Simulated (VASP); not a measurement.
# P (Cmce) in VASP: settings compared, part 2 of 2

VASP 6.6.1.

## (3) Single point, r2SCAN+rVV10

This run uses another cell than the first one, of 21.69 Å³/atom.

File POSCAR:

```
P
1.0
    1.6800600174     -5.5722225395      0.0000000000
    1.6800600174      5.5722225395      0.0000000000
    0.0000000000      0.0000000000      4.6327491080
P
4
Direct
    0.9041431300      0.0958568700      0.5888151700
    0.0958568700      0.9041431300      0.4111848300
    0.5958568700      0.4041431300      0.0888151700
    0.4041431300      0.5958568700      0.9111848300
```

File INCAR.step1:

```
SYSTEM = P
PREC = Accurate
ENCUT = 520
ISMEAR = -1
SIGMA = 0.05
LREAL = .False.
LASPH = .True.
NELM = 100
NBANDS = 18
GGA = PE
ALGO = Normal
EDIFF = 1E-4
LWAVE = .True.
LCHARG = .False.
```

File INCAR.step2:

```
SYSTEM = P
PREC = Accurate
ENCUT = 520
EDIFF = 1E-7
ISMEAR = -1
SIGMA = 0.05
LREAL = .False.
LASPH = .True.
NELM = 100
ALGO = Normal
ISIF = 2
LWAVE = .False.
LCHARG = .False.
METAGGA = R2SCAN
LMIXTAU = .True.
LUSE_VDW = .True.
IVDW_NL = 2
BPARAM = 11.95
CPARAM = 0.0093
NBANDS = 18
ISTART = 1
```

File KPOINTS:

```
Automatic mesh
0
Gamma
  8 8 6
  0 0 0
```

Potentials or basis: VASP PAW PBE potentials, release 64 (P).

Run with:

```bash
$ cat potpaw_PBE.64/P/POTCAR > POTCAR
$ cp INCAR.step1 INCAR
$ mpirun -np 1 vasp_std > vasp.out
$ cp INCAR.step2 INCAR
$ mpirun -np 1 vasp_std > vasp.out
```

OUTCAR:

```text
SYSTEM = P
   PREC = Accurate
   ENCUT = 520
   EDIFF = 1E-7
   ISMEAR = -1
   LREAL = .False.
   LASPH = .True.
   NELM = 100
   ISIF = 2
   METAGGA = R2SCAN
   IVDW_NL = 2
   BPARAM = 11.95
   ISTART = 1

 ion  position               nearest neighbor table
   1  0.904  0.096  0.589-   4 2.25   4 2.25   2 2.29
   2  0.096  0.904  0.411-   3 2.25   3 2.25   1 2.29
   3  0.596  0.404  0.089-   2 2.25   2 2.25   4 2.29
   4  0.404  0.596  0.911-   1 2.25   1 2.25   3 2.29

  LATTYP: Found a base centered orthorhombic cell.
 ALAT       =     3.3601200348
 B/A-ratio  =     3.3166806434
 C/A-ratio  =     1.3787451222

  Lattice vectors:

 A1 = (   1.6800600174,  -5.5722225395,   0.0000000000)
 A2 = (   1.6800600174,   5.5722225395,   0.0000000000)
 A3 = (   0.0000000000,   0.0000000000,   4.6327491080)

Analysis of symmetry for initial positions (statically):
=====================================================================
 Subroutine PRICEL returns:
 Original cell was already a primitive cell.

 Routine SETGRP: Setting up the symmetry group for a
 base centered orthorhombic supercell.

 Subroutine GETGRP returns: Found  8 space group operations
 (whereof  4 operations were pure point group operations)
 out of a pool of  8 trial point group operations.

The static configuration has the point symmetry C_2h.
 The point group associated with its full space group is D_2h.

Analysis of symmetry for dynamics (positions and initial velocities):
=====================================================================
 Subroutine PRICEL returns:
 Original cell was already a primitive cell.

 Routine SETGRP: Setting up the symmetry group for a
 base centered orthorhombic supercell.

 Subroutine GETGRP returns: Found  8 space group operations
 (whereof  4 operations were pure point group operations)
 out of a pool of  8 trial point group operations.

The dynamic configuration has the point symmetry C_2h.
[... 125 lines left out ...]
  volume/ion in A,a.u.               =      21.69       146.34
  Fermi-wavevector in a.u.,A,eV,Ry     =   1.003870  1.897039 13.711340  1.007755
  Thomas-Fermi vector in A             =   2.136450
   LORBIT       =      0    0 simple, 1 ext, 2 COOP (PROOUT), +10 PAW based schemes
   METAGGA = R2SCAN    functional components
   LHFCALC =     F    Hartree Fock is set to
   AEXX    =    0.0000 exact exchange contribution
   IVDW_NL    =     2    kernel type
   BPARAM     =11.9500
   IVDW    =     0    specifies the selected vdW correction
   LEPSILON=     F    determine dielectric tensor
   LRPA    =     F    only Hartree local field effects (RPA)
 non-spin polarized calculation
  energy-cutoff  :      520.00
  volume of cell :       86.74
 maximum number of plane-waves:      2370
 NGX is ok and might be reduce to    48
   NGX = 21   NGY = 21   NGZ = 17

 number of electron      19.9999999 magnetization

 Free energy of the ion-electron system (eV)
  ---------------------------------------------------
  ext. energy  EPLUGINS =         0.00000000
  ---------------------------------------------------
  free energy    TOTEN  =       -35.49675485 eV

  energy without entropy =      -35.49666789  energy(sigma->0) =      -35.49671137

 E-fermi :   5.2874     XC(G=0):  -9.6601

 val. band max:        5.1173327696   @ k =   0.5000   0.5000   0.0000
 cond. band min:       5.4575868669   @ k =   0.5000   0.5000   0.0000
 fundamental gap:      0.3402540973
 Fermi energy:         5.2874427928

 k-point     1 :       0.0000    0.0000    0.0000
  band No.  band energies     occupation
      1     -10.9342      2.00000
      2      -8.2285      2.00000
      3      -4.9279      2.00000
      4      -1.5711      2.00000
      5      -0.1009      2.00000
      6       0.3779      2.00000
[... 481 lines left out ...]
      5      -1.0551      2.00000
      6      -0.6801      2.00000
[... 10 lines left out ...]
     17      11.0410      0.00000
     18      12.3283      0.00000

 [... further k-points ...]

------------------------ aborting loop because EDIFF is reached ----------------------------------------

  FORCE on cell =-STRESS in cart. coord.  units (eV):
  Direction    XX          YY          ZZ          XY          YZ          ZX
  --------------------------------------------------------------------------------------
  -------------------------------------------------------------------------------------
  Total       -3.0285338     -2.0344144     -2.3994073      0.0000000     -0.0000000      0.0000000
  in kB      -55.9398090    -37.5775084    -44.3192630      0.0000000     -0.0000000      0.0000000
  external PRESSURE =     -45.9455268 kB  Pullay stress =       0.0000000 kB

 VOLUME and BASIS-vectors are now :
 -----------------------------------------------------------------------------
  energy-cutoff  :      520.00
  volume of cell :       86.74
      direct lattice vectors                 reciprocal lattice vectors
     1.680060017 -5.572222540  0.000000000     0.297608416 -0.089730802  0.000000000
     1.680060017  5.572222540  0.000000000     0.297608416  0.089730802  0.000000000
     0.000000000  0.000000000  4.632749108     0.000000000  0.000000000  0.215854556

 POSITION                                       TOTAL-FORCE (eV/Angst)
 -----------------------------------------------------------------------------------
      1.68006     -4.50395      2.72783         0.000000     -0.309730      0.245072
      1.68006      4.50395      1.90492         0.000000      0.309730     -0.245072
      1.68006     -1.06827      0.41146         0.000000      0.309730      0.245072
      1.68006      1.06827      4.22129         0.000000     -0.309730     -0.245072
 -----------------------------------------------------------------------------------
    total drift:                                0.000000     -0.000000      0.000000

  FREE ENERGIE OF THE ION-ELECTRON SYSTEM (eV)
  ---------------------------------------------------
  free  energy   TOTEN  =       -35.4967548483 eV

  energy  without entropy=      -35.4966678921  energy(sigma->0) =      -35.49671137
```

Run time: 28 min. Hardware: 1 thread of Oxide Virtual Turin-like, shared host; peak memory 0.6 GiB.

Results:

```yaml
Free_energy: -35.4968 eV
Pressure: -4.6 GPa
Largest_force: 0.395 eV/Å
Band_gap_on_the_k_mesh: 0.34 eV
```

Forces in eV/Å, atoms in the order of the input:
```
P    0.000 -0.310  0.245
P    0.000  0.310 -0.245
P    0.000  0.310  0.245
P    0.000 -0.310 -0.245
```

Levels at points of the mesh, in eV from the valence-band top:
```csv
k point,band 7,band 8,band 9,band 10,band 11,band 12,band 13,band 14
"(0.00, 0.00, 0.00)",-4.10,-2.69,-2.62,-1.16,0.78,1.33,2.08,2.91
"(0.50, 0.00, 0.00)",-3.38,-3.38,-2.58,-2.58,0.91,0.91,1.76,1.76
"(0.50, 0.50, 0.00)",-4.19,-2.47,-1.54,0.00,0.34,1.11,2.25,2.80
"(0.00, 0.00, 0.50)",-3.32,-3.32,-1.66,-1.66,1.58,1.58,3.05,3.05
"(0.50, 0.00, 0.50)",-5.26,-5.26,-1.80,-1.80,1.91,1.91,3.59,3.59
"(0.50, 0.50, 0.50)",-2.80,-2.80,-1.97,-1.97,1.61,1.61,2.73,2.73
```

Caveat: the cell stands under tension; the PAW data sets were made with another functional, which shifts forces and pressure a little.

## (4) Single point, PBE

File INCAR:

```
ALGO = Normal
EDIFF = 1E-7
ENCUT = 520
GGA = PE
ISIF = 2
ISMEAR = -1
LASPH = True
LCHARG = False
LREAL = False
LWAVE = False
NBANDS = 18
NELM = 80
PREC = Accurate
SIGMA = 0.05
```

File KPOINTS:

```
k-points
0
Gamma
  15 15 10
```

File POSCAR:

```
P
1.0
    1.6477431241     -5.4650377251      0.0000000000
    1.6477431241      5.4650377251      0.0000000000
    0.0000000000      0.0000000000      4.5436355900
P
4
Direct
    0.9041431300      0.0958568700      0.5888151700
    0.0958568700      0.9041431300      0.4111848300
    0.5958568700      0.4041431300      0.0888151700
    0.4041431300      0.5958568700      0.9111848300
```

Run with:

```bash
$ cat potpaw_PBE.64/P/POTCAR > POTCAR
$ mpirun -np 1 vasp_std > vasp.out
```

Wall time 15 min (1 thread of Oxide Virtual Turin-like, shared host); peak memory 0.48 GiB.

It converged, with:

| Item | Value |
| --- | --- |
| Free energy | -21.4941 eV |
| Pressure | 1.7 GPa |
| Largest force | 0.288 eV/Å |
| Band gap on the k mesh | 0.15 eV |

Forces in eV/Å, atoms in the order of the input:
```
P    0.000  0.140 -0.251
P    0.000 -0.140  0.251
P    0.000 -0.140 -0.251
P    0.000  0.140  0.251
```

Stress tensor (GPa, compression positive):
```
1.39 0.00 0.00
0.00 1.74 0.00
0.00 0.00 1.84
```

Levels at points of the mesh, in eV from the valence-band top:
```tsv
k point	band 7	band 8	band 9	band 10	band 11	band 12	band 13	band 14
(0.00, 0.00, 0.00)	-4.06	-2.78	-2.57	-1.21	0.58	1.02	1.90	2.82
(0.00, 0.00, 0.50)	-3.28	-3.28	-1.66	-1.66	1.44	1.44	2.90	2.90
```

A k mesh can miss the band edges.

## (5) The runs side by side

| task | level | cell | k mesh | cutoff (eV) | gap on the mesh (eV) | pressure (GPa) | largest force (eV/Å) |
| --- | --- | --- | --- | --- | --- | --- | --- |
| relaxation of cell and atoms | revPBE+D4 | relaxed from a = 5.708, b = 5.708, c = 4.544 Å, angles 90.0, 90.0, 146.4°, 4 atoms | 8 × 8 × 6 | 600 | none | -0.1 | 0.01 |
| single point | r2SCAN+rVV10 | a = 5.820, b = 5.820, c = 4.633 Å, angles 90.0, 90.0, 146.4°, 4 atoms | 8 × 8 × 6 | 520 | 0.34 | -4.6 | 0.39 |
| single point | PBE | a = 5.708, b = 5.708, c = 4.544 Å, angles 90.0, 90.0, 146.4°, 4 atoms | 15 × 15 × 10 | 520 | 0.15 | 1.7 | 0.29 |

Alike in all rows: potentials or basis VASP PAW PBE potentials, release 64 (P); no spin polarisation; smearing fermi-dirac 0.05 eV.

Caveats: the PAW data sets were made with another functional, which shifts forces and pressure a little (at least some runs); the volume moved by over 15 % at a fixed basis, so the end points are rough (at least some runs); the cell stands under tension (at least some runs).

Total energies depend on the potentials used, so only differences within one code and one set of settings carry meaning.

The gap in the log of VASP goes by the Fermi energy; the results here count the filled bands.